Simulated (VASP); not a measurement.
# Ni (Fm-3m) in VASP: notebook

Ni is run at these levels: r2SCAN; tasks: single point.

All numbers are computed with VASP 6.6.1; they aren't measurements. Logs are shortened: lines on timing, memory, paths and dates and some standing lists are left out, and cuts for length are marked.

**1. The cell of the first run**

It takes space group Fm-3m (No. 225, cubic). Conventional cell: a = 3.464 Å, b = 3.464 Å, c = 3.464 Å, α = 90.00°, β = 90.00°, γ = 90.00°. Within 3.2 Å of Ni (site symmetry m-3m) lie 12 Ni at 2.45 Å.

**2. Single point, r2SCAN, collinear spin, ferromagnetic start**

POSCAR

```
Ni
1.0
    0.0000000000      1.7319808376      1.7319808376
    1.7319808376      0.0000000000      1.7319808376
    1.7319808376      1.7319808376      0.0000000000
Ni
1
Direct
    0.0000000000      0.0000000000      0.0000000000
```

INCAR.step1

```
ALGO = Normal ; EDIFF = 1E-4
ENCUT = 520 ; GGA = PE
ISMEAR = 0 ; ISPIN = 2
LASPH = T ; LCHARG = F
LMAXMIX = 4 ; LREAL = F
LWAVE = T ; MAGMOM = 0.92
NBANDS = 15 ; NELM = 150
PREC = Accurate ; SIGMA = 0.05
```

INCAR.step2

```
ALGO = Normal ; EDIFF = 1E-7
ENCUT = 520 ; ISIF = 2
ISMEAR = 0 ; ISPIN = 2
ISTART = 1 ; LASPH = T
LCHARG = F ; LMAXMIX = 4
LMIXTAU = T ; LORBIT = 11
LREAL = F ; LWAVE = F
MAGMOM = 0.92 ; METAGGA = R2SCAN
NBANDS = 15 ; NELM = 150
PREC = Accurate ; SIGMA = 0.05
```

KPOINTS

```
k-points
0
Gamma
  22 22 22
```

Potentials or basis: VASP PAW PBE potentials, release 64 (Ni).

Started as:

```bash
$ cat potpaw_PBE.64/Ni/POTCAR > POTCAR
$ cp INCAR.step1 INCAR
$ mpirun -np 1 vasp_std > vasp.out
$ cp INCAR.step2 INCAR
$ mpirun -np 1 vasp_std > vasp.out
```

OUTCAR:

```text
EDIFF = 1E-7
   ENCUT = 520
   ISIF = 2
   ISMEAR = 0
   ISPIN = 2
   ISTART = 1
   LASPH = T
   LORBIT = 11
   LREAL = F
   METAGGA = R2SCAN
   NELM = 150
   PREC = Accurate

 ion  position               nearest neighbor table
   1  0.000  0.000  0.000-

  LATTYP: Found a face centered cubic cell.
 ALAT       =     3.4639616752

  Lattice vectors:

 A1 = (   0.0000000000,   1.7319808376,   1.7319808376)
 A2 = (   1.7319808376,   0.0000000000,   1.7319808376)
 A3 = (   1.7319808376,   1.7319808376,   0.0000000000)

Analysis of symmetry for initial positions (statically):
=====================================================================
 Subroutine PRICEL returns:
 Original cell was already a primitive cell.

 Routine SETGRP: Setting up the symmetry group for a
 face centered cubic supercell.

 Subroutine GETGRP returns: Found 48 space group operations
 (whereof 48 operations were pure point group operations)
 out of a pool of 48 trial point group operations.

The static configuration has the point symmetry O_h .

Analysis of symmetry for dynamics (positions and initial velocities):
=====================================================================
 Subroutine PRICEL returns:
 Original cell was already a primitive cell.

 Routine SETGRP: Setting up the symmetry group for a
 face centered cubic supercell.

 Subroutine GETGRP returns: Found 48 space group operations
 (whereof 48 operations were pure point group operations)
 out of a pool of 48 trial point group operations.

The dynamic configuration has the point symmetry O_h .

Analysis of structural, dynamic, and magnetic symmetry:
=====================================================================
 Subroutine PRICEL returns:
 Original cell was already a primitive cell.

 Routine SETGRP: Setting up the symmetry group for a
 face centered cubic supercell.

 Subroutine GETGRP returns: Found 48 space group operations
 (whereof 48 operations were pure point group operations)
 out of a pool of 48 trial point group operations.

The overall configuration has the point symmetry O_h .

 Subroutine INISYM returns: Found 48 space group operations
 (whereof 48 operations are pure point group operations),
 and found     1 'primitive' translations

----------------------------------------------------------------------------------------

                                     Primitive cell

  volume of cell :      10.3910

  direct lattice vectors                    reciprocal lattice vectors
     0.000000000  1.731980838  1.731980838    -0.288686797  0.288686797  0.288686797
     1.731980838  0.000000000  1.731980838     0.288686797 -0.288686797  0.288686797
     1.731980838  1.731980838  0.000000000     0.288686797  0.288686797 -0.288686797

  length of vectors
[... 123 lines left out ...]
  ---------------------------------------------------
  free energy    TOTEN  =       -11.94226200 eV

  energy without entropy =      -11.94053537  energy(sigma->0) =      -11.94139869

 E-fermi :   9.9969     XC(G=0): -14.7029

 val. band max:        9.9943665299   @ k =  -0.2727   0.1818   0.0000
 cond. band min:      10.0001417103   @ k =  -0.3182   0.2727   0.0909
 fundamental gap:      0.0057751804
 Fermi energy:         9.9969179621

 spin component 1

 k-point     1 :       0.0000    0.0000    0.0000
  band No.  band energies     occupation
      1       0.2376      1.00000
      2       6.9277      1.00000
      3       6.9277      1.00000
      4       6.9277      1.00000
      5       8.2907      1.00000
      6       8.2907      1.00000
      7      34.9249      0.00000
      8      39.4480      0.00000
      9      39.4480      0.00000
     10      39.4485      0.00000
     11      42.2335      0.00000
     12      42.2335      0.00000
     13      42.2335      0.00000
     14      45.5507      0.00000
[... 403 lines left out ...]
      4       8.4641      1.00000
      5       8.8968      1.00000
      6       9.8644      0.99991
      7      16.2438      0.00000
      8      32.8789      0.00000
      9      35.4535      0.00000
     10      36.1412      0.00000
     11      39.6243      0.00000
     12      40.3744      0.00000
     13      46.2957      0.00000
     14      52.7914      0.00000
     15      58.1151      0.00000

 [... further k-points ...]

 spin component 2

 k-point     1 :       0.0000    0.0000    0.0000
  band No.  band energies     occupation
      1      -0.0062      1.00000
      2       8.2362      1.00000
      3       8.2362      1.00000
      4       8.2363      1.00000
      5       9.0382      1.00000
      6       9.0383      1.00000
      7      34.6767      0.00000
      8      39.5586      0.00000
      9      39.5588      0.00000
     10      39.5588      0.00000
     11      42.5309      0.00000
     12      42.5309      0.00000
     13      42.5309      0.00000
     14      45.6412      0.00000
[... 403 lines left out ...]
      4       8.9189      1.00000
      5      10.1213      0.00022
      6      10.5021      0.00000
      7      16.8944      0.00000
      8      32.8211      0.00000
      9      35.6771      0.00000
     10      36.3975      0.00000
     11      39.8039      0.00000
     12      40.5419      0.00000
     13      46.6866      0.00000
     14      55.3813      0.00000
     15      58.5119      0.00000

 [... further k-points ...]

------------------------ aborting loop because EDIFF is reached ----------------------------------------

  FORCE on cell =-STRESS in cart. coord.  units (eV):
  Direction    XX          YY          ZZ          XY          YZ          ZX
  --------------------------------------------------------------------------------------
  -------------------------------------------------------------------------------------
  Total        0.1882522      0.1882522      0.1882522      0.0000000      0.0000000     -0.0000000
  in kB       29.0262805     29.0262805     29.0262805      0.0000000      0.0000000     -0.0000000
  external PRESSURE =      29.0262805 kB  Pullay stress =       0.0000000 kB

 VOLUME and BASIS-vectors are now :
 -----------------------------------------------------------------------------
  energy-cutoff  :      520.00
  volume of cell :       10.39
      direct lattice vectors                 reciprocal lattice vectors
     0.000000000  1.731980838  1.731980838    -0.288686797  0.288686797  0.288686797
     1.731980838  0.000000000  1.731980838     0.288686797 -0.288686797  0.288686797
     1.731980838  1.731980838  0.000000000     0.288686797  0.288686797 -0.288686797

 POSITION                                       TOTAL-FORCE (eV/Angst)
 -----------------------------------------------------------------------------------
      0.00000      0.00000      0.00000        -0.000000     -0.000000     -0.000000
 -----------------------------------------------------------------------------------
    total drift:                               -0.000000     -0.000000      0.000000

  FREE ENERGIE OF THE ION-ELECTRON SYSTEM (eV)
  ---------------------------------------------------
  free  energy   TOTEN  =       -11.9422620030 eV

  energy  without entropy=      -11.9405353717  energy(sigma->0) =      -11.94139869

 total charge

# of ion       s       p       d       tot
------------------------------------------
    1        0.534   0.562   8.335   9.431

 magnetization (x)

# of ion       s       p       d       tot
------------------------------------------
    1       -0.010  -0.042   0.784   0.732
```

OSZICAR.step1:

```text
N       E                     dE             d eps       ncg     rms          rms(c)
DAV:   1     0.329975641744E+02    0.32998E+02   -0.41876E+03 20870   0.868E+02
DAV:   2    -0.507632217923E+01   -0.38074E+02   -0.35306E+02 22298   0.164E+02
DAV:   3    -0.647353703835E+01   -0.13972E+01   -0.13859E+01 24132   0.306E+01
DAV:   4    -0.648140318533E+01   -0.78661E-02   -0.78652E-02 24261   0.220E+00
DAV:   5    -0.648148307951E+01   -0.79894E-04   -0.79894E-04 24777   0.199E-01    0.104E+01
DAV:   6    -0.575082895710E+01    0.73065E+00   -0.12483E+01 28584   0.394E+01    0.554E+00
DAV:   7    -0.547531629135E+01    0.27551E+00   -0.20009E+00 25771   0.142E+01    0.211E+00
DAV:   8    -0.545911331462E+01    0.16203E-01   -0.23892E-02 25878   0.110E+00    0.971E-01
DAV:   9    -0.545682040486E+01    0.22929E-02   -0.19406E-03 31979   0.273E-01    0.250E-01
DAV:  10    -0.545644046832E+01    0.37994E-03   -0.31644E-04 22496   0.960E-02    0.463E-02
DAV:  11    -0.545641718743E+01    0.23281E-04   -0.51866E-05 19689   0.471E-02
   1 F= -.54564172E+01 E0= -.54555506E+01  d E =-.173321E-02  mag=     0.6401
```

Wall time 2.8 min (1 thread of Intel Xeon 6975P-C (Granite Rapids), shared host); peak memory 0.19 GiB.

What came out:

| Quantity | Value |
| --- | --- |
| Free energy | -11.9423 eV |
| Pressure | 2.9 GPa |
| Net moment | 0.72 μB per cell |
| Site moments | Ni +0.73 μB |
| Valence electrons inside the program's atomic spheres | Ni 9.43 |

Caveat: the PAW data sets were made with another functional, which shifts forces and pressure a little.

**3. Single point, r2SCAN, collinear spin, ferromagnetic start**

This run uses another cell than the first one, of 10.52 Å³/atom, 1.013 times its volume.

POSCAR

```
Ni
1.0
    0.0000000000      1.7392116818      1.7392116818
    1.7392116818      0.0000000000      1.7392116818
    1.7392116818      1.7392116818      0.0000000000
Ni
1
Direct
    0.0000000000      0.0000000000      0.0000000000
```

INCAR.step1

```
SYSTEM = Ni
PREC = Accurate ; ENCUT = 520
ISMEAR = 0 ; SIGMA = 0.05
LREAL = .FALSE. ; LASPH = .TRUE.
NELM = 150 ; ISPIN = 2
MAGMOM = 0.89 ; LMAXMIX = 4
NBANDS = 15 ; GGA = PE
ALGO = Normal ; EDIFF = 1E-4
LWAVE = .TRUE. ; LCHARG = .FALSE.
```

INCAR.step2

```
SYSTEM = Ni
PREC = Accurate ; ENCUT = 520
EDIFF = 1E-7 ; ISMEAR = 0
SIGMA = 0.05 ; LREAL = .FALSE.
LASPH = .TRUE. ; NELM = 150
ALGO = Normal ; ISIF = 2
LWAVE = .FALSE. ; LCHARG = .FALSE.
ISPIN = 2 ; MAGMOM = 0.89
LORBIT = 11 ; LMAXMIX = 4
METAGGA = R2SCAN ; LMIXTAU = .TRUE.
NBANDS = 15 ; ISTART = 1
```

KPOINTS

```
regular mesh
0
G
  22 22 22
  0 0 0
```

Potentials or basis: VASP PAW PBE potentials, release 64 (Ni).

Started as:

```bash
$ cat potpaw_PBE.64/Ni/POTCAR > POTCAR
$ cp INCAR.step1 INCAR
$ mpirun -np 1 vasp_std > vasp.out
$ cp INCAR.step2 INCAR
$ mpirun -np 1 vasp_std > vasp.out
```

OUTCAR:

```text
SYSTEM = Ni
   PREC = Accurate
   ENCUT = 520
   EDIFF = 1E-7
   ISMEAR = 0
   LREAL = .FALSE.
   LASPH = .TRUE.
   NELM = 150
   ISIF = 2
   ISPIN = 2
   LORBIT = 11
   METAGGA = R2SCAN
   ISTART = 1

 ion  position               nearest neighbor table
   1  0.000  0.000  0.000-

  LATTYP: Found a face centered cubic cell.
 ALAT       =     3.4784233636

  Lattice vectors:

 A1 = (   0.0000000000,   1.7392116818,   1.7392116818)
 A2 = (   1.7392116818,   0.0000000000,   1.7392116818)
 A3 = (   1.7392116818,   1.7392116818,   0.0000000000)

Analysis of symmetry for initial positions (statically):
=====================================================================
 Subroutine PRICEL returns:
 Original cell was already a primitive cell.

 Routine SETGRP: Setting up the symmetry group for a
 face centered cubic supercell.

 Subroutine GETGRP returns: Found 48 space group operations
 (whereof 48 operations were pure point group operations)
 out of a pool of 48 trial point group operations.

The static configuration has the point symmetry O_h .

Analysis of symmetry for dynamics (positions and initial velocities):
=====================================================================
[... 624 lines left out ...]
      8      39.1655      0.00000
      9      39.1656      0.00000
     10      39.1656      0.00000
     11      42.0902      0.00000
     12      42.0902      0.00000
     13      42.0902      0.00000
     14      45.2388      0.00000
[... 403 lines left out ...]
      4       8.7619      1.00000
      5       9.9429      0.00018
      6      10.3187      0.00000
      7      16.6186      0.00000
      8      32.5241      0.00000
      9      35.2815      0.00000
     10      35.9898      0.00000
     11      39.3926      0.00000
     12      40.1300      0.00000
     13      46.1901      0.00000
     14      55.2125      0.00000
     15      57.9554      0.00000

 [... further k-points ...]
[... 5 lines left out ...]
  --------------------------------------------------------------------------------------
  -------------------------------------------------------------------------------------
  Total        0.0103121      0.0103121      0.0103121     -0.0000000      0.0000000     -0.0000000
  in kB        1.5702552      1.5702552      1.5702552     -0.0000000      0.0000000     -0.0000000
  external PRESSURE =       1.5702552 kB  Pullay stress =       0.0000000 kB

 VOLUME and BASIS-vectors are now :
 -----------------------------------------------------------------------------
  energy-cutoff  :      520.00
  volume of cell :       10.52
      direct lattice vectors                 reciprocal lattice vectors
     0.000000000  1.739211682  1.739211682    -0.287486569  0.287486569  0.287486569
     1.739211682  0.000000000  1.739211682     0.287486569 -0.287486569  0.287486569
     1.739211682  1.739211682  0.000000000     0.287486569  0.287486569 -0.287486569

 POSITION                                       TOTAL-FORCE (eV/Angst)
 -----------------------------------------------------------------------------------
      0.00000      0.00000      0.00000        -0.000000      0.000000      0.000000
 -----------------------------------------------------------------------------------
    total drift:                                0.000000     -0.000000      0.000000

  FREE ENERGIE OF THE ION-ELECTRON SYSTEM (eV)
  ---------------------------------------------------
  free  energy   TOTEN  =       -11.9435607758 eV

  energy  without entropy=      -11.9418772273  energy(sigma->0) =      -11.94271900

 total charge

# of ion       s       p       d       tot
------------------------------------------
    1        0.529   0.550   8.328   9.407

 magnetization (x)

# of ion       s       p       d       tot
------------------------------------------
    1       -0.010  -0.042   0.798   0.746
```

OUTCAR.step1:

```text
SYSTEM = Ni
   PREC = Accurate
   ENCUT = 520
   ISMEAR = 0
   LREAL = .FALSE.
   LASPH = .TRUE.
   NELM = 150
[... 1101 lines left out ...]
 -----------------------------------------------------------------------------------
      0.00000      0.00000      0.00000         0.000000      0.000000      0.000000
 -----------------------------------------------------------------------------------
    total drift:                               -0.000000     -0.000000     -0.000000

  FREE ENERGIE OF THE ION-ELECTRON SYSTEM (eV)
  ---------------------------------------------------
  free  energy   TOTEN  =        -5.4636151865 eV

  energy  without entropy=       -5.4618569806  energy(sigma->0) =       -5.46273608
```

OSZICAR.step1:

```text
N       E                     dE             d eps       ncg     rms          rms(c)
DAV:   1     0.332461748662E+02    0.33246E+02   -0.42122E+03 20823   0.867E+02
DAV:   2    -0.507263067227E+01   -0.38319E+02   -0.35535E+02 22130   0.163E+02
DAV:   3    -0.648311771825E+01   -0.14105E+01   -0.14008E+01 24349   0.308E+01
DAV:   4    -0.649104092552E+01   -0.79232E-02   -0.79221E-02 24012   0.220E+00
DAV:   5    -0.649112911549E+01   -0.88190E-04   -0.88189E-04 24776   0.209E-01    0.102E+01
DAV:   6    -0.577051315251E+01    0.72062E+00   -0.12784E+01 28522   0.396E+01    0.563E+00
DAV:   7    -0.548203027438E+01    0.28848E+00   -0.20922E+00 25847   0.144E+01    0.206E+00
DAV:   8    -0.546637156271E+01    0.15659E-01   -0.24120E-02 25475   0.109E+00    0.965E-01
DAV:   9    -0.546403357360E+01    0.23380E-02   -0.19855E-03 31736   0.278E-01    0.250E-01
DAV:  10    -0.546363560332E+01    0.39797E-03   -0.35740E-04 22539   0.102E-01    0.438E-02
DAV:  11    -0.546361518650E+01    0.20417E-04   -0.50894E-05 19528   0.473E-02
   1 F= -.54636152E+01 E0= -.54627361E+01  d E =-.175821E-02  mag=     0.6413
```

It took 3.4 min on 1 thread of Intel Xeon 6975P-C (Granite Rapids), shared host; peak memory 0.18 GiB.

Results:

- Free energy: -11.9436 eV
- Pressure: 0.2 GPa
- Net moment: 0.73 μB per cell
- Site moments: Ni +0.75 μB
- Valence electrons inside the program's atomic spheres: Ni 9.41

Levels at points of the mesh, in eV from the Fermi level:
Spin up:
```csv
k point,band 1,band 2,band 3,band 4,band 5,band 6,band 7,band 8,band 9,band 10
"(0.00, 0.00, 0.00)",-9.67,-3.05,-3.05,-3.05,-1.71,-1.71,24.82,29.24,29.24,29.24
"(0.50, 0.00, 0.00)",-5.49,-2.98,-2.98,-1.08,-1.08,-0.49,5.87,23.24,26.22,26.22
"(0.50, 0.50, 0.00)",-5.29,-4.91,-0.99,-0.99,-0.96,2.49,9.63,15.72,15.72,20.49
```
Spin down:
| k point | band 1 | band 2 | band 3 | band 4 | band 5 | band 6 | band 7 | band 8 |
| --- | --- | --- | --- | --- | --- | --- | --- | --- |
| (0.00, 0.00, 0.00) | -9.92 | -1.72 | -1.72 | -1.72 | -0.95 | -0.95 | 24.56 | 29.35 |
| (0.50, 0.00, 0.00) | -4.82 | -2.06 | -2.06 | -0.70 | 0.17 | 0.17 | 6.57 | 23.13 |
| (0.50, 0.50, 0.00) | -4.87 | -3.88 | -0.17 | 0.54 | 0.54 | 2.24 | 9.98 | 15.78 |

Caveat: the PAW data sets were made with another functional, which shifts forces and pressure a little.

[end of part 1 of 2]
